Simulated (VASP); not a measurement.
# Si3C (P-6m2) in VASP: a series of runs, part 2 of 2

VASP 6.6.1. Earlier steps stand in the parts before.

## Step 3: Single point, PBE

This run uses another cell than the first one, of 14.60 Å³/atom.

Contents of INCAR:

```
PREC = Accurate
ENCUT = 520
EDIFF = 1E-6
ISMEAR = 0
SIGMA = 0.1
LREAL = False
LASPH = True
NELM = 100
ALGO = Normal
ISIF = 2
LWAVE = False
LCHARG = False
GGA = PE
NBANDS = 16
```

Contents of KPOINTS:

```
Automatic mesh
0
Gamma
  6 6 2
```

Contents of POSCAR:

```
Si3C
1.0
    2.7479784200      0.0000000000      0.0000000000
   -1.3739892100      2.3798191300      0.0000000000
    0.0000000000      0.0000000000      8.9304231800
Si C
3 1
Direct
    0.3333333300      0.6666666700      0.0000000000
    0.6666666700      0.3333333300      0.2500000000
    0.6666666700      0.3333333300      0.7500000000
    0.3333333300      0.6666666700      0.5000000000
```

Potentials or basis: VASP PAW PBE potentials, release 64 (Si, C).

The run is started by

```console
$ cat potpaw_PBE.64/Si/POTCAR potpaw_PBE.64/C/POTCAR > POTCAR
$ mpirun -np 1 vasp_std > vasp.out
```

Run time: 19 s. Hardware: 1 thread of AMD EPYC 7R43 (Zen 3), shared host; peak memory 0.12 GiB.

Results (log left out):

```
Free energy            : -18.9818 eV
Pressure               : -12.2 GPa
Largest force          : 1.640 eV/Å
Band gap on the k mesh : zero (bands 8 and 9 overlap by 5.69 eV)
```

Forces in eV/Å, atoms in the order of the input:
```
Si   0.000  0.000  0.000
Si   0.000  0.000  1.640
Si   0.000  0.000 -1.640
C    0.000  0.000  0.000
```

Stress tensor (GPa, compression positive):
```
 -9.45   0.00   0.00
  0.00  -9.45   0.00
  0.00   0.00 -17.73
```

Levels at points of the mesh, in eV from the Fermi level:
```tsv
k point	band 5	band 6	band 7	band 8	band 9	band 10	band 11	band 12
(0.00, 0.00, 0.00)	-5.97	0.78	1.48	3.29	3.29	8.38	8.39	8.39
(0.50, 0.00, 0.00)	-5.51	-4.70	-2.09	-1.31	-1.17	1.06	1.73	3.69
(0.00, 0.00, 0.50)	-3.34	-2.75	3.29	3.29	4.51	6.74	8.36	8.36
(0.50, 0.00, 0.50)	-5.18	-3.77	-3.11	-3.11	1.22	1.74	1.81	3.04
```

Caveat: the k points lie up to 0.44 Å⁻¹ apart, too coarse for converged energies and pressures of a metal; forces of over 1 eV/Å act on the atoms, so gaps and moduli don't describe the material at rest.

## Step 4: Relaxation of cell and atoms, PBE

This run uses another cell than the first one, of 14.60 Å³/atom.

Contents of INCAR:

```
SYSTEM = Si3C
  ALGO = Normal
  EDIFF = 1E-6
  EDIFFG = -0.04
  ENCUT = 600
  GGA = PE
  IBRION = 2
  ISIF = 3
  ISMEAR = 0
  LASPH = .True.
  LCHARG = .False.
  LREAL = .False.
  LWAVE = .False.
  NELM = 60
  NSW = 90
  PREC = Accurate
  SIGMA = 0.1
```

Contents of KPOINTS:

```
k-points
0
Gamma
  6 6 2
  0 0 0
```

POSCAR is that of step 3.

The run is started by

```console
$ cat potpaw_PBE.64/Si/POTCAR potpaw_PBE.64/C/POTCAR > POTCAR
$ mpirun -np 1 vasp_std > vasp.out
```

Run time: 3.5 min. Hardware: 1 thread of AMD EPYC 7R43 (Zen 3), shared host; peak memory 0.15 GiB.

It converged, with:

- Free energy: -22.3685 eV
- Relaxed volume: 13.02 Å³/atom
- Relaxed cell: a = 2.802 Å, b = 2.802 Å, c = 7.659 Å, α = 90.00°, β = 90.00°, γ = 120.00°
- Space group after relaxing (to 0.1 Å): P-6m2 (No. 187)
- Energy gained by relaxing: 846.7 meV/atom
- Ionic steps: 19
- Pressure after relaxing: -0.3 GPa
- Largest force after relaxing: 0.037 eV/Å
- Band gap on the k mesh: zero (bands 8 and 9 overlap by 6.15 eV)

Forces on the atoms (eV/Å):
```
Si   0.000  0.000  0.000
Si   0.000  0.000 -0.037
Si   0.000  0.000  0.037
C    0.000  0.000  0.000
```

Stress tensor (GPa, compression positive):
```
-0.23  0.00  0.00
 0.00 -0.23  0.00
 0.00  0.00 -0.32
```

Step by step:
```csv
step,energy change (eV),largest force (eV/Å),pressure (GPa),volume (Å³)
1,0.0000,1.6397,-12.22,58.40
2,-0.7992,2.1720,-2.27,49.46
3,-0.8932,2.3085,6.27,45.85
4,-1.4279,1.5125,9.76,44.03
5,-1.6996,1.7441,16.34,42.60
6,-1.3403,1.4088,50.08,39.82
7,-1.7690,1.1304,21.70,41.92
8,-2.0261,0.8236,21.82,42.41
9,-2.5693,0.9103,26.33,43.87
10,-3.0338,0.8702,15.98,46.35
11,-3.3191,0.5856,6.45,49.63
12,-3.1070,2.0272,-3.89,56.53
13,-3.3602,0.9881,1.86,51.94
14,-3.3631,0.9022,2.63,51.50
15,-3.3822,0.2439,0.86,51.82
16,-3.3830,0.0934,0.46,51.90
17,-3.3850,0.0774,0.17,52.00
18,-3.3865,0.0475,-0.36,52.17
19,-3.3867,0.0370,-0.26,52.10
```

Final structure:
```xyz
4
Lattice="2.8025 0.0000 0.0000 -1.4012 2.4270 0.0000 0.0000 0.0000 7.6594" Properties=species:S:1:pos:R:3 pbc="T T T"
Si    0.0000    1.6180    0.0000
Si    1.4012    0.8090    2.6217
Si    1.4012    0.8090    5.0376
C     0.0000    1.6180    3.8297
```

Levels at points of the mesh, in eV from the Fermi level:
```tsv
k point	band 5	band 6	band 7	band 8	band 9	band 10	band 11	band 12
(0.00, 0.00, 0.00)	-4.51	-0.26	-0.26	3.95	6.65	7.79	7.79	7.82
(0.50, 0.00, 0.00)	-5.05	-4.59	-2.72	-0.10	0.25	0.83	3.35	3.92
(0.00, 0.00, 0.50)	-0.63	-0.26	-0.26	0.73	6.66	7.82	7.82	8.86
(0.50, 0.00, 0.50)	-4.92	-2.82	-2.72	-2.41	-1.33	3.14	3.45	5.68
```

Caveat: the k points lie up to 0.43 Å⁻¹ apart in the final cell, too coarse for converged energies and pressures of a metal.

## Step 5: Single point, PBE

This run uses another cell than the first one, of 11.96 Å³/atom.

Contents of INCAR:

```
PREC = Accurate
ENCUT = 520
EDIFF = 1E-6
ISMEAR = 0
SIGMA = 0.1
LREAL = False
LASPH = True
NELM = 80
ALGO = Normal
ISIF = 2
LWAVE = False
LCHARG = True
GGA = PE
LELF = True
LVHAR = True
NBANDS = 16
```

Contents of KPOINTS:

```
Automatic mesh
0
Gamma
  18 18 8
```

Contents of POSCAR:

```
Si3C
1.0
    2.9039995626      0.0000000000      0.0000000000
   -1.4519997813      2.5149373938      0.0000000000
    0.0000000000      0.0000000000      6.5489491171
Si C
3 1
Direct
    0.3333333333      0.6666666667      0.0000000000
    0.6666666667      0.3333333333      0.3136010395
    0.6666666667      0.3333333333      0.6863989605
    0.3333333333      0.6666666667      0.5000000000
```

The run is started by

```console
$ cat potpaw_PBE.64/Si/POTCAR potpaw_PBE.64/C/POTCAR > POTCAR
$ mpirun -np 1 vasp_std > vasp.out
```

Wall time 2.1 min (1 thread of AMD EPYC 7R43 (Zen 3), shared host); peak memory 0.22 GiB.

The run converged. Its results:

```
Free energy            : -22.6559 eV
Pressure               : 0.0 GPa
Largest force          : 0.012 eV/Å
Band gap on the k mesh : zero (bands 8 and 9 overlap by 7.70 eV)
```

Forces on the atoms (eV/Å):
```
Si   0.000  0.000  0.000
Si   0.000  0.000  0.012
Si   0.000  0.000 -0.012
C    0.000  0.000  0.000
```

Stress tensor (GPa, compression positive):
```
 0.09  0.00  0.00
 0.00  0.09  0.00
 0.00  0.00 -0.18
```

Levels at points of the mesh, in eV from the Fermi level:
| k point | band 5 | band 6 | band 7 | band 8 | band 9 | band 10 | band 11 | band 12 |
| --- | --- | --- | --- | --- | --- | --- | --- | --- |
| (0.00, 0.00, 0.00) | -2.08 | -1.02 | -1.02 | 4.78 | 6.04 | 6.04 | 7.01 | 7.01 |
| (0.50, 0.00, 0.00) | -6.16 | -5.40 | -3.30 | -0.34 | 1.52 | 2.79 | 2.84 | 3.77 |
| (0.00, 0.00, 0.50) | -1.02 | -1.02 | 2.23 | 4.45 | 5.14 | 6.02 | 6.02 | 6.46 |
| (0.50, 0.00, 0.50) | -4.41 | -3.64 | -3.28 | -2.26 | -1.47 | 1.98 | 2.33 | 4.02 |

## Step 6: Single point, PBE

This run uses another cell than the first one, of 12.01 Å³/atom.

Contents of INCAR:

```
  PREC = Accurate
  ENCUT = 520
  EDIFF = 1E-6
  ISMEAR = 0
  SIGMA = 0.1
  LREAL = F
  LASPH = T
  NELM = 60
  ALGO = Normal
  ISIF = 2
  LWAVE = F
  LCHARG = F
  GGA = PE
  NBANDS = 16
```

Contents of KPOINTS:

```
regular mesh
0
Gamma
  18 18 6
```

Contents of POSCAR:

```
Si3C
1.0
    2.8872413883      0.0000000000      0.0000000000
   -1.4436206942      2.5004243891      0.0000000000
    0.0000000000      0.0000000000      6.6546548287
Si C
3 1
Direct
    0.3333333333      0.6666666667      0.0000000000
    0.6666666667      0.3333333333      0.3168831256
    0.6666666667      0.3333333333      0.6831168744
    0.3333333333      0.6666666667      0.5000000000
```

Potentials or basis: VASP PAW PBE potentials, release 64 (Si, C).

The run is started by

```console
$ cat potpaw_PBE.64/Si/POTCAR potpaw_PBE.64/C/POTCAR > POTCAR
$ mpirun -np 1 vasp_std > vasp.out
```

Run time: 2.2 min. Hardware: 1 thread of AMD EPYC 7R43 (Zen 3), shared host; peak memory 0.19 GiB.

It converged, with:

* Free energy: -22.6550 eV
* Pressure: 0.0 GPa
* Largest force: 0.014 eV/Å
* Band gap on the k mesh: zero (bands 8 and 9 overlap by 7.90 eV)

Forces in eV/Å, atoms in the order of the input:
```
Si   0.000  0.000  0.000
Si   0.000  0.000  0.014
Si   0.000  0.000 -0.014
C    0.000  0.000  0.000
```

Stress tensor (GPa, compression positive):
```
 0.12  0.00  0.00
 0.00  0.12  0.00
 0.00  0.00 -0.18
```

Levels at points of the mesh, in eV from the Fermi level:
| k point | band 6 | band 7 | band 8 | band 9 | band 10 | band 11 |
| --- | --- | --- | --- | --- | --- | --- |
| (0.00, 0.00, 0.00) | -0.92 | -0.92 | 5.06 | 6.33 | 6.33 | 7.08 |
| (0.50, 0.00, 0.00) | -5.32 | -3.22 | -0.38 | 1.53 | 2.51 | 3.08 |
| (0.00, 0.00, 0.50) | -0.91 | 1.84 | 4.21 | 5.18 | 6.42 | 6.42 |
| (0.50, 0.00, 0.50) | -3.55 | -3.20 | -2.20 | -1.62 | 2.30 | 2.47 |

## Step 7: Overview

```csv
task,cell,k mesh,cutoff (eV),gap on the mesh (eV),pressure (GPa),largest force (eV/Å)
single point,"a = 2.800, b = 2.800, c = 7.651 Å, angles 90.0, 90.0, 120.0°, 4 atoms, atomic positions A",6 × 6 × 2,520,none,-0.1,0.04
single point,"a = 2.748, b = 2.748, c = 8.930 Å, angles 90.0, 90.0, 120.0°, 4 atoms, atomic positions B",6 × 6 × 2,520,none,-12.2,1.64
relaxation of cell and atoms,"relaxed from a = 2.748, b = 2.748, c = 8.930 Å, angles 90.0, 90.0, 120.0°, 4 atoms, atomic positions B",6 × 6 × 2,600,none,-0.3,0.04
single point,"a = 2.904, b = 2.904, c = 6.549 Å, angles 90.0, 90.0, 120.0°, 4 atoms, atomic positions C",18 × 18 × 8,520,none,0.0,0.01
single point,"a = 2.887, b = 2.887, c = 6.655 Å, angles 90.0, 90.0, 120.0°, 4 atoms, atomic positions D",18 × 18 × 6,520,none,0.0,0.01
```

Alike in all rows: level PBE; potentials or basis VASP PAW PBE potentials, release 64 (Si, C); no spin polarisation; smearing gaussian 0.1 eV.

Caveats: some runs use coarse meshes; forces of over 1 eV/Å act on the atoms, so gaps and moduli don't describe the material at rest (at least some runs).

Absolute energies hang on the potentials; compare differences alone.
